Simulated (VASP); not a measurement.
Here is a VASP 6.6.1 calculation.

POSCAR

```
Rh
1.0
    2.6869369048      0.0000000000      0.0000000000
   -1.3434684524      2.3269556180      0.0000000000
    0.0000000000      0.0000000000     25.9693739798
Rh
6
Direct
    0.6666666667      0.3333333333      0.2888017249
    0.3333333333      0.6666666667      0.3732810349
    0.0000000000      0.0000000000      0.4577603450
    0.6666666667      0.3333333333      0.5422396550
    0.3333333333      0.6666666667      0.6267189651
    0.0000000000      0.0000000000      0.7111982751
```

The input INCAR.step1:

```
ALGO = Normal ; DIPOL = 0.5 0.5 0.500
EDIFF = 1E-4 ; ENCUT = 520
GGA = PE ; IDIPOL = 3
ISMEAR = 0 ; LASPH = True
LCHARG = False ; LDAU = True
LDAUJ = 0 ; LDAUL = 2
LDAUTYPE = 2 ; LDAUU = 8
LDIPOL = True ; LMAXMIX = 4
LREAL = False ; LWAVE = True
NBANDS = 54 ; NELM = 150
PREC = Accurate ; SIGMA = 0.1
```

Contents of INCAR.step2:

```
ALGO = Normal ; DIPOL = 0.5 0.5 0.500
EDIFF = 1E-6 ; ENCUT = 520
IDIPOL = 3 ; ISIF = 2
ISMEAR = 0 ; ISTART = 1
LASPH = True ; LCHARG = False
LDAU = True ; LDAUJ = 0
LDAUL = 2 ; LDAUPRINT = 1
LDAUTYPE = 2 ; LDAUU = 8
LDIPOL = True ; LMAXMIX = 4
LMIXTAU = True ; LREAL = False
LWAVE = False ; METAGGA = R2SCAN
NBANDS = 54 ; NELM = 150
PREC = Accurate ; SIGMA = 0.1
```

The input KPOINTS:

```
k-points
0
Gamma
  15 15 1
```

Potentials or basis: VASP PAW PBE potentials, release 64 (Rh_pv).

Run with:

```bash
$ cat potpaw_PBE.64/Rh_pv/POTCAR > POTCAR
$ cp INCAR.step1 INCAR
$ mpirun -np 1 vasp_std > vasp.out
$ cp INCAR.step2 INCAR
$ mpirun -np 1 vasp_std > vasp.out
```

Q: What does it give for the band gap on the k mesh?

A: Zero (band 45 reaches 3.92 eV, above the bottom of band 46 at 1.60 eV).

Q: What does it give for the largest force?

A: 0.157 eV/Å.

Eigenvalues of the final occupation matrices:
| site | spin | trace | eigenvalues |
| --- | --- | --- | --- |
| site 1 d | 1 | 3.77 | 0.62 0.62 0.73 0.90 0.90 |
| site 1 d | 2 | 3.77 | 0.62 0.62 0.73 0.90 0.90 |
| site 2 d | 1 | 3.75 | 0.53 0.72 0.72 0.89 0.89 |
| site 2 d | 2 | 3.75 | 0.53 0.72 0.72 0.89 0.89 |
| site 3 d | 1 | 3.74 | 0.59 0.59 0.77 0.89 0.89 |
| site 3 d | 2 | 3.74 | 0.59 0.59 0.77 0.89 0.89 |
| site 4 d | 1 | 3.74 | 0.59 0.59 0.77 0.89 0.89 |
| site 4 d | 2 | 3.74 | 0.59 0.59 0.77 0.89 0.89 |
| site 5 d | 1 | 3.75 | 0.53 0.72 0.72 0.89 0.89 |
| site 5 d | 2 | 3.75 | 0.53 0.72 0.72 0.89 0.89 |
| site 6 d | 1 | 3.77 | 0.62 0.62 0.73 0.90 0.90 |
| site 6 d | 2 | 3.77 | 0.62 0.62 0.73 0.90 0.90 |

Caveat: the PAW data sets were made with another functional, which shifts forces and pressure a little; U without spin polarisation on a metal has little footing; the U is typed as a test and isn't derived for this compound.
